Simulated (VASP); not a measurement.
# Sb (P6/mmm) in VASP: further runs, part 2 of 2

VASP 6.6.1. Earlier steps stand in the parts before.

## Step 4: Relaxation of cell and atoms, PBE

This run uses another cell than the first one, of 34.75 Å³/atom, 1.252 times its volume.

INCAR reads:

```
ALGO = Normal
EDIFF = 1E-6
EDIFFG = -0.04
ENCUT = 600
GGA = PE
IBRION = 2
ISIF = 3
ISMEAR = 0
LASPH = True
LCHARG = False
LREAL = False
LWAVE = False
NELM = 80
NSW = 90
PREC = Accurate
SIGMA = 0.1
```

KPOINTS reads:

```
k-points
0
Gamma
  3 3 6
```

POSCAR reads:

```
Sb
1.0
    5.8120871113      0.0000000000      0.0000000000
   -2.9060435557      5.0334150874      0.0000000000
    0.0000000000      0.0000000000      3.5630620987
Sb
3
Direct
    0.0000000000      0.0000000000      0.0000000000
    0.3333333333      0.6666666667      0.5000000000
    0.6666666667      0.3333333333      0.5000000000
```

Potentials or basis: VASP PAW PBE potentials, release 64 (Sb).

Run with:

```
$ cat potpaw_PBE.64/Sb/POTCAR > POTCAR
$ mpirun -np 1 vasp_std > vasp.out
```

OUTCAR:

```text
EDIFF = 1E-6
   EDIFFG = -0.04
   ENCUT = 600
   GGA = PE
   IBRION = 2
   ISIF = 3
   ISMEAR = 0
   LASPH = True
   LREAL = False
   NELM = 80
   NSW = 90
   PREC = Accurate

 ion  position               nearest neighbor table
   1  0.000  0.000  0.000-
   2  0.333  0.667  0.500-   3 3.36   3 3.36   3 3.36
   3  0.667  0.333  0.500-   2 3.36   2 3.36   2 3.36

  LATTYP: Found a hexagonal cell.
 ALAT       =     5.8120871113
 C/A-ratio  =     0.6130434783

  Lattice vectors:

 A1 = (   5.8120871113,   0.0000000000,   0.0000000000)
 A2 = (  -2.9060435557,   5.0334150874,   0.0000000000)
 A3 = (   0.0000000000,   0.0000000000,   3.5630620987)

Analysis of symmetry for initial positions (statically):
=====================================================================
 Subroutine PRICEL returns:
 Original cell was already a primitive cell.

 Routine SETGRP: Setting up the symmetry group for a
 hexagonal supercell.

 Subroutine GETGRP returns: Found 24 space group operations
 (whereof 24 operations were pure point group operations)
 out of a pool of 24 trial point group operations.

The static configuration has the point symmetry D_6h.

Analysis of symmetry for dynamics (positions and initial velocities):
=====================================================================
 Subroutine PRICEL returns:
 Original cell was already a primitive cell.

 Routine SETGRP: Setting up the symmetry group for a
 hexagonal supercell.

 Subroutine GETGRP returns: Found 24 space group operations
 (whereof 24 operations were pure point group operations)
 out of a pool of 24 trial point group operations.

The dynamic configuration has the point symmetry D_6h.

 Subroutine INISYM returns: Found 24 space group operations
 (whereof 24 operations are pure point group operations),
 and found     1 'primitive' translations

----------------------------------------------------------------------------------------

                                     Primitive cell

  volume of cell :     104.2361

  direct lattice vectors                    reciprocal lattice vectors
     5.812087111  0.000000000  0.000000000     0.172055233  0.099336135  0.000000000
    -2.906043556  5.033415087  0.000000000     0.000000000  0.198672270  0.000000000
     0.000000000  0.000000000  3.563062099     0.000000000  0.000000000  0.280657472

  length of vectors
     5.812087111  5.812087111  3.563062099     0.198672270  0.198672270  0.280657472

  position of ions in fractional coordinates (direct lattice)
     0.000000000  0.000000000  0.000000000
     0.333333333  0.666666667  0.500000000
     0.666666667  0.333333333  0.500000000

  ion indices of the primitive-cell ions
   primitive index   ion index
                 1           1
                 2           2
                 3           3

----------------------------------------------------------------------------------------

 KPOINTS: k-points

Automatic generation of k-mesh.
 Grid dimensions read from file:
 generate k-points for:    3    3    6

 Generating k-lattice:

  Cartesian coordinates                     Fractional coordinates (reciprocal lattice)
     0.057351744  0.033112045  0.000000000     0.333333333  0.000000000  0.000000000
     0.000000000  0.066224090  0.000000000     0.000000000  0.333333333  0.000000000
     0.000000000  0.000000000  0.046776245     0.000000000  0.000000000  0.166666667

  Length of vectors
     0.066224090  0.066224090  0.046776245

  Shift w.r.t. Gamma in fractional coordinates (k-lattice)
     0.000000000  0.000000000  0.000000000

 Subroutine IBZKPT returns following result:
 ===========================================

 Found     12 irreducible k-points:

 Following reciprocal coordinates:
            Coordinates               Weight
  0.000000  0.000000  0.000000      1.000000
  0.333333  0.000000  0.000000      6.000000
  0.333333  0.333333  0.000000      2.000000
  0.000000  0.000000  0.166667      2.000000
  0.333333  0.000000  0.166667     12.000000
  0.333333  0.333333  0.166667      4.000000
  0.000000  0.000000  0.333333      2.000000
  0.333333  0.000000  0.333333     12.000000
  0.333333  0.333333  0.333333      4.000000
  0.000000  0.000000  0.500000      1.000000
  0.333333  0.000000  0.500000      6.000000
  0.333333  0.333333  0.500000      2.000000
   k-points           NKPTS =     12   k-points in BZ     NKDIM =     12   number of bands    NBANDS=     11
   number of dos      NEDOS =    301   number of ions     NIONS =      3
   total plane-waves  NPLWV =  64512
   dimension x,y,z NGX =    48 NGY =   48 NGZ =   28
   dimension x,y,z NGXF=    96 NGYF=   96 NGZF=   56
   ions per type =               3
   NGX,Y,Z   is equivalent  to a cutoff of  13.73, 13.73, 13.06 a.u.
   NGXF,Y,Z  is equivalent  to a cutoff of  27.46, 27.46, 26.13 a.u.
 SYSTEM =  unknown system
   PREC   = accura    normal or accurate (medium, high low for compatibility)
   ISTART =      0    job   : 0-new  1-cont  2-samecut
   ICHARG =      2    charge: 1-file 2-atom 10-const
   ISPIN  =      1    spin polarized calculation?
   LNONCOLLINEAR =      F non collinear calculations
   LSORBIT =      F    spin-orbit coupling
   LASPH  =      T    aspherical Exc in radial PAW
   ENCUT  =  600.0 eV  44.10 Ry    6.64 a.u.  11.61 11.61  7.12*2*pi/ulx,y,z
   NELM   =     80;   NELMIN=  2; NELMDL= -5     # of ELM steps
   EDIFF  = 0.1E-05   stopping-criterion for ELM
   LREAL  =      F    real-space projection
   EDIFFG = -.4E-01   stopping-criterion for IOM
   NSW    =     90    number of steps for IOM
   IBRION =      2    ionic relax: 0-MD 1-quasi-New 2-CG
   NFREE  =      1    steps in history (QN), initial steepest desc. (CG)
   ISIF   =      3    stress and relaxation
   ISYM   =      2    0-nonsym 1-usesym 2-fastsym
   POTIM  = 0.5000    time-step for ionic-motion
   TEBEG  =    0.0;   TEEND  =   0.0 temperature during run
   PSTRESS=    0.0 pullay stress
   NELECT =      15.0000    total number of electrons
   NUPDOWN=      -1.0000    fix difference up-down
   EMIN   =  10.00;   EMAX   =-10.00  energy-range for DOS
   EFERMI =   0.00;   METHOD = LEGACY
   ISMEAR =     0;   SIGMA  =   0.10  broadening in eV -4-tet -1-fermi 0-gaus
   EFERMI_NEDOS =   21; number of points for ismear=-14 and -15
   IALGO  =     38    algorithm
   IMIX   =      4    mixing-type and parameters
     AMIX     =   0.40;   BMIX     =  1.00
     AMIX_MAG =   1.60;   BMIX_MAG =  1.00
  volume/ion in A,a.u.               =      34.75       234.47
  Fermi-wavevector in a.u.,A,eV,Ry     =   0.857892  1.621180 10.013592  0.735978
  Thomas-Fermi vector in A             =   1.975014
   LORBIT       =      0    0 simple, 1 ext, 2 COOP (PROOUT), +10 PAW based schemes
   GGA     = PE    functional components
   LHFCALC =     F    Hartree Fock is set to
   AEXX    =    0.0000 exact exchange contribution
   IVDW    =     0    specifies the selected vdW correction
   LEPSILON=     F    determine dielectric tensor
   LRPA    =     F    only Hartree local field effects (RPA)
 conjugate gradient relaxation of ions
 non-spin polarized calculation
 Gauss-broadening in eV      SIGMA  =   0.10
  energy-cutoff  :      600.00
  volume of cell :      104.24
 maximum number of plane-waves:      3513
 NGX is ok and might be reduce to    48
   NGX = 23   NGY = 23   NGZ = 15

--------------------------------------- Ionic step        1  -------------------------------------------

 number of electron      14.9999999 magnetization

 Free energy of the ion-electron system (eV)
  ---------------------------------------------------
  ext. energy  EPLUGINS =         0.00000000
  ---------------------------------------------------
  free energy    TOTEN  =       -10.85327450 eV

  energy without entropy =      -10.82860268  energy(sigma->0) =      -10.84093859

 E-fermi :   5.3313     XC(G=0):  -9.1401

 val. band max:        5.3076053833   @ k =   0.3333   0.0000   0.1667
 cond. band min:       5.4037017838   @ k =   0.3333   0.0000   0.3333
 fundamental gap:      0.0960964004
 Fermi energy:         5.3313445633

 k-point     1 :       0.0000    0.0000    0.0000
  band No.  band energies     occupation
      1      -5.6934      2.00000
      2      -2.6765      2.00000
      3      -2.3386      2.00000
      4       2.5956      2.00000
      5       2.5956      2.00000
      6       2.8456      2.00000
      7       2.8456      2.00000
      8       6.4275      0.00000
      9       9.2218      0.00000
     10       9.2948      0.00000
     11       9.3001      0.00000
[... 334 lines left out ...]
  energy  without entropy=      -11.6438960237  energy(sigma->0) =      -11.64889671

--------------------------------------- Ionic step        6  -------------------------------------------

 number of electron      15.0000001 magnetization

 Free energy of the ion-electron system (eV)
  ---------------------------------------------------
  ext. energy  EPLUGINS =         0.00000000
  ---------------------------------------------------
  free energy    TOTEN  =       -11.65439104 eV

  energy without entropy =      -11.64486678  energy(sigma->0) =      -11.64962891

 E-fermi :   8.0926     XC(G=0): -10.1537

 val. band max:        7.9755532848   @ k =   0.0000   0.0000   0.3333
 cond. band min:       8.1601042549   @ k =   0.3333   0.0000   0.3333
 fundamental gap:      0.1845509701
 Fermi energy:         8.0926004399

 k-point     1 :       0.0000    0.0000    0.0000
  band No.  band energies     occupation
      1      -4.5186      2.00000
      2      -0.1285      2.00000
      3       0.0851      2.00000
      4       4.3049      2.00000
      5       4.3049      2.00000
      6       4.5309      2.00000
      7       4.5309      2.00000
      8      10.2831      0.00000
      9      13.3391      0.00000
     10      13.3391      0.00000
     11      14.1527      0.00000
[... 182 lines left out ...]
  FREE ENERGIE OF THE ION-ELECTRON SYSTEM (eV)
  ---------------------------------------------------
  free  energy   TOTEN  =       -11.6543910411 eV

  energy  without entropy=      -11.6448667817  energy(sigma->0) =      -11.64962891

 reached required accuracy - stopping structural energy minimisation
```

OSZICAR:

```text
N       E                     dE             d eps       ncg     rms          rms(c)
DAV:   1     0.608447180117E+02    0.60845E+02   -0.50628E+03   264   0.111E+03
DAV:   2    -0.685561949899E+01   -0.67700E+02   -0.64782E+02   324   0.156E+02
DAV:   3    -0.107660703812E+02   -0.39105E+01   -0.38062E+01   305   0.412E+01
[... 40 lines left out ...]
DAV:   1    -0.116547068004E+02   -0.81033E-03   -0.20850E-02   267   0.878E-01    0.824E-02
DAV:   2    -0.116545057846E+02    0.20102E-03   -0.62188E-04   264   0.183E-01    0.454E-02
DAV:   3    -0.116543903101E+02    0.11547E-03   -0.25025E-04   267   0.937E-02    0.581E-03
DAV:   4    -0.116543910221E+02   -0.71195E-06   -0.10422E-05   264   0.232E-02    0.346E-03
DAV:   5    -0.116543910411E+02   -0.18986E-07   -0.20379E-07   132   0.403E-03
   6 F= -.11654391E+02 E0= -.11649629E+02  d E =-.318545E-02
```

CONTCAR:

```text
Sb
   1.00000000000000
     5.4551045212502238    0.0000000000035835   -0.0000000000000000
    -2.7275522606689373    4.7242590957052073   -0.0000000000000000
    -0.0000000000000000    0.0000000000000000    3.1841770331679418
  Sb
     3
Direct
     0.0000000000000000    0.0000000000000000    0.0000000000000000
     0.3333333332999970    0.6666666667000030    0.5000000000000000
     0.6666666667000030    0.3333333332999970    0.5000000000000000

  0.00000000E+00  0.00000000E+00  0.00000000E+00
  0.00000000E+00  0.00000000E+00  0.00000000E+00
  0.00000000E+00  0.00000000E+00  0.00000000E+00
```

Wall time 82 s (1 thread of AMD EPYC 7R43 (Zen 3), shared host); peak memory 0.2 GiB.

What came out:

```
Free energy                            : -11.6544 eV
Relaxed volume                         : 27.35 Å³/atom
Relaxed cell                           : a = 5.455 Å, b = 5.455 Å, c = 3.184 Å, α = 90.00°, β = 90.00°, γ = 120.00°
Space group after relaxing (to 0.05 Å) : P6/mmm (No. 191)
Energy gained by relaxing              : 267.0 meV/atom
Ionic steps                            : 6
Pressure after relaxing                : -0.2 GPa
```

The path:
```
step  energy change (eV)  largest force (eV/Å)  pressure (GPa)  volume (Å³)
   1              0.0000                0.0000           -8.19       104.24
   2             -0.7885                0.0000            1.80        79.61
   3             -0.7984                0.0000            0.20        81.49
   4             -0.7979                0.0000           -0.11        81.91
   5             -0.8006                0.0000           -0.18        82.12
   6             -0.8011                0.0000           -0.17        82.06
```

Final structure:
```xyz
3
Lattice="5.4551 0.0000 0.0000 -2.7276 4.7243 0.0000 0.0000 0.0000 3.1842" Properties=species:S:1:pos:R:3 pbc="T T T"
Sb    0.0000    0.0000    0.0000
Sb    0.0000    3.1495    1.5921
Sb    2.7276    1.5748    1.5921
```

Levels at points of the mesh, in eV from the Fermi level:
| k point | band 3 | band 4 | band 5 | band 6 | band 7 | band 8 | band 9 | band 10 | band 11 |
| --- | --- | --- | --- | --- | --- | --- | --- | --- | --- |
| (0.00, 0.00, 0.00) | -8.01 | -3.79 | -3.79 | -3.56 | -3.56 | 2.19 | 5.25 | 5.25 | 6.06 |
| (0.00, 0.00, 0.50) | -5.56 | -3.37 | -2.72 | -1.99 | -1.85 | -1.85 | -0.35 | -0.35 | 0.71 |

Caveat: the k points lie up to 0.44 Å⁻¹ apart in the final cell; the volume moved by over 15 % at a fixed basis, so the end points are rough; spin-orbit coupling is left out, which moves the levels of the heavy elements.

## Step 5: Overview

| task | cell | k mesh | cutoff (eV) | gap on the mesh (eV) | pressure (GPa) |
| --- | --- | --- | --- | --- | --- |
| single point | a = 5.518, b = 5.518, c = 3.157 Å, angles 90.0, 90.0, 120.0°, 3 atoms | 6 × 6 × 6 | 520 | none | -0.1 |
| single point | a = 5.812, b = 5.812, c = 3.563 Å, angles 90.0, 90.0, 120.0°, 3 atoms | 6 × 6 × 6 | 520 | none | -8.1 |
| relaxation of cell and atoms | relaxed from a = 5.812, b = 5.812, c = 3.563 Å, angles 90.0, 90.0, 120.0°, 3 atoms | 3 × 3 × 6 | 600 | none | -0.2 |

Alike in all rows: level PBE; potentials or basis VASP PAW PBE potentials, release 64 (Sb); no spin polarisation; smearing gaussian 0.1 eV.

Caveats: some runs use coarse meshes; spin-orbit coupling is left out, which moves the levels of the heavy elements; the volume moved by over 15 % at a fixed basis, so the end points are rough (some runs).

Absolute energies hang on the potentials; compare differences alone.
